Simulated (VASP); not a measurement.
# MgI2 (P-3m1) in VASP: notebook

Runs on MgI2. Level: PBE. Tasks: single point.

All numbers are computed with VASP 6.6.1; they aren't measurements. Logs are shortened: lines on timing, memory, paths and dates and some standing lists are left out, and cuts for length are marked.

## Step 1: The cell of the first run

The structure is trigonal, space group P-3m1 (No. 164). The conventional cell has a = 4.140 Å, b = 4.140 Å, c = 6.880 Å, α = 90.00°, β = 90.00°, γ = 120.00°. Mg (site symmetry -3m) has 6 I at 2.94 Å within 3.9 Å. I (site symmetry 3m) has 3 Mg at 2.94 Å within 3.9 Å.

## Step 2: Single point, PBE

Contents of INCAR:

```
SYSTEM = MgI2
ALGO     = Normal         ! electronic algorithm
EDIFF    = 1E-7           ! SCF threshold, eV
ENCUT    = 520            ! plane-wave cutoff, eV
GGA      = PE             ! functional
ISIF     = 2              ! what is computed and relaxed
ISMEAR   = 0              ! smearing method
LASPH    = .True.         ! aspherical terms in the spheres
LCHARG   = .False.        ! write CHGCAR
LREAL    = .False.        ! projectors in reciprocal space
LWAVE    = .False.        ! write WAVECAR
NBANDS   = 15             ! bands
NELM     = 60             ! most SCF steps
PREC     = Accurate       ! precision mode
SIGMA    = 0.01           ! smearing width, eV
```

Contents of KPOINTS:

```
k-points
0
Gamma
  3 3 2
  0 0 0
```

Contents of POSCAR:

```
MgI2
1.0
    4.1400000000      0.0000000000      0.0000000000
   -2.0700000000      3.5853450000      0.0000000000
    0.0000000000      0.0000000000      6.8800000000
Mg I
1 2
Direct
    0.0000000000      0.0000000000      0.0000000000
    0.3333333333      0.6666666667      0.2500000000
    0.6666666667      0.3333333333      0.7500000000
```

Potentials or basis: VASP PAW PBE potentials, release 64 (Mg, I).

The run is started by

```console
> cat potpaw_PBE.64/Mg/POTCAR potpaw_PBE.64/I/POTCAR > POTCAR
> mpirun -np 1 vasp_std > vasp.out
```

OUTCAR:

```text
SYSTEM = MgI2
   EDIFF = 1E-7
   ENCUT = 520
   GGA = PE
   ISIF = 2
   ISMEAR = 0
   LASPH = .True.
   LREAL = .False.
   NELM = 60
   PREC = Accurate

 ion  position               nearest neighbor table
   1  0.000  0.000  0.000-   2 2.94   3 2.94   3 2.94   2 2.94   3 2.94   2 2.94
   2  0.333  0.667  0.250-   1 2.94   1 2.94   1 2.94
   3  0.667  0.333  0.750-   1 2.94   1 2.94   1 2.94

  LATTYP: Found a hexagonal cell.
 ALAT       =     4.1400000000
 C/A-ratio  =     1.6618357488

  Lattice vectors:

 A1 = (   4.1400000000,   0.0000000000,   0.0000000000)
 A2 = (  -2.0700000000,   3.5853450000,   0.0000000000)
 A3 = (   0.0000000000,   0.0000000000,   6.8800000000)

Analysis of symmetry for initial positions (statically):
=====================================================================
 Subroutine PRICEL returns:
 Original cell was already a primitive cell.

 Routine SETGRP: Setting up the symmetry group for a
 hexagonal supercell.

 Subroutine GETGRP returns: Found 12 space group operations
 (whereof 12 operations were pure point group operations)
 out of a pool of 24 trial point group operations.

The static configuration has the point symmetry D_3d.

Analysis of symmetry for dynamics (positions and initial velocities):
=====================================================================
 Subroutine PRICEL returns:
 Original cell was already a primitive cell.

 Routine SETGRP: Setting up the symmetry group for a
 hexagonal supercell.

 Subroutine GETGRP returns: Found 12 space group operations
 (whereof 12 operations were pure point group operations)
 out of a pool of 24 trial point group operations.

The dynamic configuration has the point symmetry D_3d.

 Subroutine INISYM returns: Found 12 space group operations
 (whereof 12 operations are pure point group operations),
 and found     1 'primitive' translations

----------------------------------------------------------------------------------------

                                     Primitive cell

  volume of cell :     102.1221

  direct lattice vectors                    reciprocal lattice vectors
     4.140000000  0.000000000  0.000000000     0.241545894  0.139456593  0.000000000
    -2.070000000  3.585345000  0.000000000     0.000000000  0.278913187  0.000000000
     0.000000000  0.000000000  6.880000000     0.000000000  0.000000000  0.145348837

  length of vectors
     4.140000000  4.139999851  6.880000000     0.278913177  0.278913187  0.145348837

  position of ions in fractional coordinates (direct lattice)
     0.000000000  0.000000000  0.000000000
     0.333333333  0.666666667  0.250000000
     0.666666667  0.333333333  0.750000000

  ion indices of the primitive-cell ions
   primitive index   ion index
                 1           1
                 2           2
                 3           3

----------------------------------------------------------------------------------------

 KPOINTS: k-points

Automatic generation of k-mesh.
 Grid dimensions read from file:
 generate k-points for:    3    3    2

 Generating k-lattice:

  Cartesian coordinates                     Fractional coordinates (reciprocal lattice)
     0.080515298  0.046485531  0.000000000     0.333333333  0.000000000  0.000000000
     0.000000000  0.092971062  0.000000000     0.000000000  0.333333333  0.000000000
     0.000000000  0.000000000  0.072674419     0.000000000  0.000000000  0.500000000

  Length of vectors
     0.092971059  0.092971062  0.072674419

  Shift w.r.t. Gamma in fractional coordinates (k-lattice)
     0.000000000  0.000000000  0.000000000

 Subroutine IBZKPT returns following result:
 ===========================================

 Found      6 irreducible k-points:

 Following reciprocal coordinates:
            Coordinates               Weight
  0.000000  0.000000  0.000000      1.000000
  0.333333  0.000000  0.000000      6.000000
  0.333333  0.333333  0.000000      2.000000
  0.000000  0.000000  0.500000      1.000000
  0.333333  0.000000  0.500000      6.000000
  0.333333  0.333333  0.500000      2.000000
   k-points           NKPTS =      6   k-points in BZ     NKDIM =      6   number of bands    NBANDS=     15
   number of dos      NEDOS =    301   number of ions     NIONS =      3
   total plane-waves  NPLWV =  55296
   dimension x,y,z NGX =    32 NGY =   32 NGZ =   54
   dimension x,y,z NGXF=    64 NGYF=   64 NGZF=  108
   ions per type =               1   2
   NGX,Y,Z   is equivalent  to a cutoff of  12.85, 12.85, 13.05 a.u.
   NGXF,Y,Z  is equivalent  to a cutoff of  25.70, 25.70, 26.10 a.u.
 SYSTEM =  MgI2
   PREC   = accura    normal or accurate (medium, high low for compatibility)
   ISTART =      0    job   : 0-new  1-cont  2-samecut
   ICHARG =      2    charge: 1-file 2-atom 10-const
   ISPIN  =      1    spin polarized calculation?
   LNONCOLLINEAR =      F non collinear calculations
   LSORBIT =      F    spin-orbit coupling
   LASPH  =      T    aspherical Exc in radial PAW
   ENCUT  =  520.0 eV  38.22 Ry    6.18 a.u.   7.70  7.70 12.79*2*pi/ulx,y,z
   NELM   =     60;   NELMIN=  2; NELMDL= -5     # of ELM steps
   EDIFF  = 0.1E-06   stopping-criterion for ELM
   LREAL  =      F    real-space projection
   EDIFFG = 0.1E-05   stopping-criterion for IOM
   NSW    =      0    number of steps for IOM
   IBRION =     -1    ionic relax: 0-MD 1-quasi-New 2-CG
   NFREE  =      0    steps in history (QN), initial steepest desc. (CG)
   ISIF   =      2    stress and relaxation
   ISYM   =      2    0-nonsym 1-usesym 2-fastsym
   POTIM  = 0.5000    time-step for ionic-motion
   TEBEG  =    0.0;   TEEND  =   0.0 temperature during run
   PSTRESS=    0.0 pullay stress
   NELECT =      16.0000    total number of electrons
   NUPDOWN=      -1.0000    fix difference up-down
   EMIN   =  10.00;   EMAX   =-10.00  energy-range for DOS
   EFERMI =   0.00;   METHOD = LEGACY
   ISMEAR =     0;   SIGMA  =   0.01  broadening in eV -4-tet -1-fermi 0-gaus
   EFERMI_NEDOS =   21; number of points for ismear=-14 and -15
   IALGO  =     38    algorithm
   IMIX   =      4    mixing-type and parameters
     AMIX     =   0.40;   BMIX     =  1.00
     AMIX_MAG =   1.60;   BMIX_MAG =  1.00
  volume/ion in A,a.u.               =      34.04       229.72
  Fermi-wavevector in a.u.,A,eV,Ry     =   0.882555  1.667786 10.597613  0.778903
  Thomas-Fermi vector in A             =   2.003202
   LORBIT       =      0    0 simple, 1 ext, 2 COOP (PROOUT), +10 PAW based schemes
   GGA     = PE    functional components
   LHFCALC =     F    Hartree Fock is set to
   AEXX    =    0.0000 exact exchange contribution
   IVDW    =     0    specifies the selected vdW correction
   LEPSILON=     F    determine dielectric tensor
   LRPA    =     F    only Hartree local field effects (RPA)
 non-spin polarized calculation
 Gauss-broadening in eV      SIGMA  =   0.01
  energy-cutoff  :      520.00
  volume of cell :      102.12
 maximum number of plane-waves:      2779
 NGX is ok and might be reduce to    32
   NGX = 15   NGY = 15   NGZ = 25

 number of electron      16.0000002 magnetization

 Free energy of the ion-electron system (eV)
  ---------------------------------------------------
  ext. energy  EPLUGINS =         0.00000000
  ---------------------------------------------------
  free energy    TOTEN  =        -7.54030876 eV

  energy without entropy =       -7.54030876  energy(sigma->0) =       -7.54030876

 E-fermi :   2.4665     XC(G=0):  -8.2455

 val. band max:        2.3804807299   @ k =   0.0000   0.0000   0.0000
 cond. band min:       5.9951867590   @ k =   0.0000   0.0000   0.0000
 fundamental gap:      3.6147060291
 Fermi energy:         2.4664946652

 k-point     1 :       0.0000    0.0000    0.0000
  band No.  band energies     occupation
      1      -9.6452      2.00000
      2      -8.9638      2.00000
      3      -1.2183      2.00000
      4       2.0148      2.00000
      5       2.0148      2.00000
      6       2.3614      2.00000
      7       2.3805      2.00000
      8       2.3805      2.00000
      9       5.9952      0.00000
     10       7.2240      0.00000
     11       9.1511      0.00000
     12       9.1511      0.00000
     13       9.7804      0.00000
     14      10.6056      0.00000
     15      10.6056      0.00000

 k-point     2 :       0.3333    0.0000    0.0000
  band No.  band energies     occupation
      1      -9.1659      2.00000
      2      -8.7537      2.00000
      3      -0.7457      2.00000
      4      -0.1755      2.00000
      5       0.3855      2.00000
      6       1.2665      2.00000
      7       1.8743      2.00000
      8       2.0918      2.00000
      9       6.4342      0.00000
     10       7.7791      0.00000
     11       8.1770      0.00000
     12       9.3750      0.00000
     13       9.7747      0.00000
     14      11.1613      0.00000
     15      11.5682      0.00000

 k-point     3 :       0.3333    0.3333    0.0000
  band No.  band energies     occupation
      1      -8.7646      2.00000
      2      -8.7646      2.00000
      3      -0.8899      2.00000
      4       0.0911      2.00000
      5       0.0911      2.00000
      6       0.4992      2.00000
      7       1.0736      2.00000
      8       1.0736      2.00000
      9       6.0871      0.00000
     10       9.5327      0.00000
     11       9.5327      0.00000
     12      10.0846      0.00000
     13      10.6600      0.00000
     14      10.6600      0.00000
     15      10.7419      0.00000

 k-point     4 :       0.0000    0.0000    0.5000
  band No.  band energies     occupation
      1      -9.4557      2.00000
      2      -9.2023      2.00000
      3      -0.3011      2.00000
      4       0.7981      2.00000
      5       2.1369      2.00000
      6       2.1369      2.00000
      7       2.2543      2.00000
      8       2.2543      2.00000
      9       7.0596      0.00000
     10       7.2937      0.00000
     11       8.9520      0.00000
     12       8.9520      0.00000
     13      10.1030      0.00000
     14      10.2345      0.00000
     15      10.2345      0.00000

 k-point     5 :       0.3333    0.0000    0.5000
  band No.  band energies     occupation
      1      -9.0385      2.00000
      2      -8.8957      2.00000
      3      -0.8278      2.00000
      4      -0.3325      2.00000
      5       1.1962      2.00000
      6       1.4283      2.00000
      7       1.4657      2.00000
      8       1.8280      2.00000
      9       6.2292      0.00000
     10       7.7196      0.00000
     11       8.5257      0.00000
     12       8.8429      0.00000
     13       9.9657      0.00000
     14      11.8055      0.00000
     15      12.1417      0.00000

 k-point     6 :       0.3333    0.3333    0.5000
  band No.  band energies     occupation
      1      -8.7617      2.00000
      2      -8.7617      2.00000
      3      -0.6851      2.00000
      4      -0.3495      2.00000
      5      -0.3495      2.00000
      6       0.1376      2.00000
      7       1.8310      2.00000
      8       1.8310      2.00000
      9       7.0371      0.00000
     10       7.9529      0.00000
     11       7.9529      0.00000
     12       9.5483      0.00000
     13      10.7402      0.00000
     14      11.1308      0.00000
     15      11.3147      0.00000

------------------------ aborting loop because EDIFF is reached ----------------------------------------

  FORCE on cell =-STRESS in cart. coord.  units (eV):
  Direction    XX          YY          ZZ          XY          YZ          ZX
  --------------------------------------------------------------------------------------
  -------------------------------------------------------------------------------------
  Total        1.1403592      1.1403591      0.0209859      0.0000000      0.0000000      0.0000000
  in kB       17.8909138     17.8909121      0.3292448      0.0000000      0.0000000      0.0000000
  external PRESSURE =      12.0370235 kB  Pullay stress =       0.0000000 kB

 VOLUME and BASIS-vectors are now :
 -----------------------------------------------------------------------------
  energy-cutoff  :      520.00
  volume of cell :      102.12
      direct lattice vectors                 reciprocal lattice vectors
     4.140000000  0.000000000  0.000000000     0.241545894  0.139456593  0.000000000
    -2.070000000  3.585345000  0.000000000     0.000000000  0.278913187  0.000000000
     0.000000000  0.000000000  6.880000000     0.000000000  0.000000000  0.145348837

 POSITION                                       TOTAL-FORCE (eV/Angst)
 -----------------------------------------------------------------------------------
      0.00000      0.00000      0.00000        -0.000000      0.000000      0.000000
     -0.00000      2.39023      1.72000        -0.000000      0.000000     -0.272823
      2.07000      1.19511      5.16000         0.000000      0.000000      0.272823
 -----------------------------------------------------------------------------------
    total drift:                                0.000000     -0.000000      0.000000

  FREE ENERGIE OF THE ION-ELECTRON SYSTEM (eV)
  ---------------------------------------------------
  free  energy   TOTEN  =        -7.5403087602 eV

  energy  without entropy=       -7.5403087602  energy(sigma->0) =       -7.54030876
```

Run time: 17 s. Hardware: 1 thread of AMD EPYC 7R43 (Zen 3), shared host; peak memory 0.18 GiB.

Results:

```yaml
Free_energy: -7.5403 eV
Pressure: 1.2 GPa
Largest_force: 0.273 eV/Å
Band_gap_on_the_k_mesh: 3.61 eV, direct
```

Forces on the atoms (eV/Å):
```
Mg   0.000  0.000  0.000
I    0.000  0.000 -0.273
I    0.000  0.000  0.273
```

Stress tensor (GPa, compression positive):
```
1.79 0.00 0.00
0.00 1.79 0.00
0.00 0.00 0.03
```

Caveat: the k points lie up to 0.58 Å⁻¹ apart; spin-orbit coupling is left out, which moves the levels of the heavy elements; this functional lacks dispersion, which binds the layers, so the pressure and a relaxed spacing across them are unreliable. A k mesh can miss the band edges.

## Step 3: Single point, PBE

Contents of INCAR:

```
SYSTEM = MgI2
ALGO = Normal
EDIFF = 1E-7
ENCUT = 520
GGA = PE
ISIF = 2
ISMEAR = 0
LASPH = .True.
LCHARG = .False.
LREAL = .False.
LWAVE = .False.
NBANDS = 15
NELM = 80
PREC = Accurate
SIGMA = 0.01
```

Contents of KPOINTS:

```
k-points
0
Gamma
  6 6 4
  0 0 0
```

POSCAR is that of step 2.

Potentials or basis: VASP PAW PBE potentials, release 64 (Mg, I).

The run is started by

```console
> cat potpaw_PBE.64/Mg/POTCAR potpaw_PBE.64/I/POTCAR > POTCAR
> mpirun -np 1 vasp_std > vasp.out
```

Run time: 54 s. Hardware: 1 thread of AMD EPYC 7R43 (Zen 3), shared host; peak memory 0.19 GiB.

It converged, with:

```yaml
Free_energy: -7.6808 eV
Pressure: 0.6 GPa
Largest_force: 0.256 eV/Å
Band_gap_on_the_k_mesh: 3.47 eV, indirect (least direct gap 3.63 eV)
```

Forces on the atoms (eV/Å):
```
Mg   0.000  0.000  0.000
I    0.000  0.000 -0.256
I    0.000  0.000  0.256
```

Stress tensor (GPa, compression positive):
```
0.79 0.00 0.00
0.00 0.79 0.00
0.00 0.00 0.22
```

Levels at points of the mesh, in eV from the valence-band top:
```csv
k point,band 5,band 6,band 7,band 8,band 9,band 10,band 11,band 12
"(0.00, 0.00, 0.00)",-0.36,-0.02,0.00,0.00,3.63,4.85,6.79,6.79
"(0.50, 0.00, 0.00)",-1.93,-1.29,-0.96,-0.41,3.65,5.28,5.39,6.86
"(0.00, 0.00, 0.50)",-0.24,-0.24,-0.13,-0.13,4.69,4.92,6.59,6.59
"(0.50, 0.00, 0.50)",-1.12,-1.08,-0.83,-0.69,3.47,5.10,5.65,5.98
```

Caveat: spin-orbit coupling is left out, which moves the levels of the heavy elements; this functional lacks dispersion, which binds the layers, so the pressure and a relaxed spacing across them are unreliable.
